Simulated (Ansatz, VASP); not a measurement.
**NiO2 in VASP and in Ansatz**

Contents of INCAR:

```
SYSTEM = NiO2
PREC = Accurate
ENCUT = 1340
EDIFF = 1E-7
ISMEAR = 0
SIGMA = 0.02
LREAL = .False.
LASPH = .True.
NELM = 120
ALGO = Normal
ISIF = 3
LWAVE = .False.
LCHARG = .False.
GGA = CA
IBRION = 2
NSW = 100
EDIFFG = -0.005
GGA_COMPAT = .False.
NELMIN = 4
```

The input KPOINTS:

```
Automatic mesh
0
Gamma
  12 12 6
  0 0 0
```

The input POSCAR:

```
NiO2
1.0
    2.7624727324      0.0000000000      0.0000000000
   -1.3812363662      2.3923715635      0.0000000000
    0.0000000000      0.0000000000      4.2044747070
Ni O
1 2
Direct
    0.0000000000      0.0000000000      0.5000000000
    0.6666666667      0.3333333333      0.7187630451
    0.3333333333      0.6666666667      0.2812369549
```

Input for Ansatz:

```yaml
crystal:
  lattice:
    - [2.7624727324, 0.0, 0.0]
    - [-1.3812363662, 2.3923715635, 0.0]
    - [0.0, 0.0, 4.204474707]
  atoms:
    - { symbol: Ni, position: [0.0, 0.0, 0.5] }
    - { symbol: O, position: [0.6666666667, 0.3333333333, 0.7187630451] }
    - { symbol: O, position: [0.3333333333, 0.6666666667, 0.2812369549] }
basis:
  ecutwfc: 520.0
kpoints:
  mp_grid: { grid: [12, 12, 6] }
hamiltonian:
  xc: lda
  pseudopotentials: { kind: paw }
scf:
  occupations: { method: gaussian, width: 0.02 }
output:
  forces: true
  stress: true
  eigenvalues: true
relax:
  adjacent_minimum: "off"
  f_tol: 0.005
  max_steps: 80
  cell: { stress_tol: 0.05 }
```

Alike in both runs: task relaxation of cell and atoms; functional LDA; k mesh 12 × 12 × 6; occupations gaussian, width 0.02 eV; no spin polarisation.

|  | VASP | Ansatz |
| --- | --- | --- |
| version | VASP 6.6.1 | Ansatz 0.2.0 |
| potentials or method | VASP PAW LDA potentials, release 64 (Ni_sv_GW, O_h), cutoff 1340 eV | scalar-relativistic, plane waves, PAW |
| valence electrons in the cell | 30 | 30 |

VASP gave:

* gap on the k mesh at the Fermi level, each at its own relaxed structure (eV): 0.74
* relaxed volume (Å³/atom): 9.21
* relaxed length of the cell vector where the two differ most in proportion (Å): 4.161

Task: Which values does Ansatz return?

Result: gap on the k mesh at the Fermi level, each at its own relaxed structure (eV): 0.77; relaxed volume (Å³/atom): 9.27; relaxed length of the cell vector where the two differ most in proportion (Å): 4.206.

LDA's correlation is that of Perdew and Zunger in VASP and of Perdew and Wang (1992) in Ansatz.
